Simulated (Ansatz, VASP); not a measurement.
One calculation of In3Sb, two programs

Contents of INCAR:

```
  ALGO = Fast
  EDIFF = 1E-6
  ENCUT = 520
  GGA = PS
  ISIF = 2
  ISMEAR = 0
  IVDW = 12
  LASPH = T
  LCHARG = T
  LELF = T
  LREAL = F
  LVHAR = T
  LWAVE = F
  NBANDS = 30
  NELM = 60
  PREC = Accurate
  SIGMA = 0.15
```

File KPOINTS:

```
k-points
0
Gamma
  12 12 12
```

POSCAR

```
In3Sb
1.0
    4.4951346431      0.0000000000      0.0000000000
    0.0000000000      4.4951346431      0.0000000000
    0.0000000000      0.0000000000      4.9446481074
In Sb
3 1
Direct
    0.5000000000      0.5000000000      0.0000000000
    0.5000000000      0.0000000000      0.5000000000
    0.0000000000      0.5000000000      0.5000000000
    0.0000000000      0.0000000000      0.0000000000
```

Input for Ansatz:

```yaml
crystal:
  lattice:
    - [4.4951346431, 0.0, 0.0]
    - [0.0, 4.4951346431, 0.0]
    - [0.0, 0.0, 4.9446481074]
  atoms:
    - { symbol: In, position: [0.5, 0.5, 0.0] }
    - { symbol: In, position: [0.5, 0.0, 0.5] }
    - { symbol: In, position: [0.0, 0.5, 0.5] }
    - { symbol: Sb, position: [0.0, 0.0, 0.0] }
basis:
  ecutwfc: 420
kpoints:
  mp_grid: { grid: [12, 12, 12] }
hamiltonian:
  xc: pbesol
  dispersion: d3bj
scf:
  occupations: { method: gaussian, width: 0.15 }
output:
  forces: true
  stress: true
  eigenvalues: true
```

Alike in both runs: task single point; functional PBEsol; dispersion D3(BJ); k mesh 12 × 12 × 12; occupations gaussian, width 0.15 eV; no spin polarisation.

```csv
,VASP,Ansatz
version,VASP 6.6.1,Ansatz 0.2.0
potentials or method,"VASP PAW PBE potentials, release 64 (In_d, Sb), cutoff 520 eV","scalar-relativistic, plane waves, PAW"
valence electrons in the cell,44,54
```

|  | VASP | Ansatz | Ansatz less VASP |
| --- | --- | --- | --- |
| gap on the k mesh at the Fermi level (eV) | none | none | - |
| pressure (GPa) | 0.0 | 0.0 | -0.01 |
| traceless stress, the component that is largest in VASP (GPa) | -0.31 | -0.31 | +0.003 |

VASP's potentials were made for PBE, not for PBEsol. A gap of «none» marks a metal or a gap that the smearing closes. VASP's potentials hold 44 valence electrons a cell and Ansatz's 54, so a difference there can come from the potentials and not from the codes.

Neither program's run includes spin-orbit coupling.
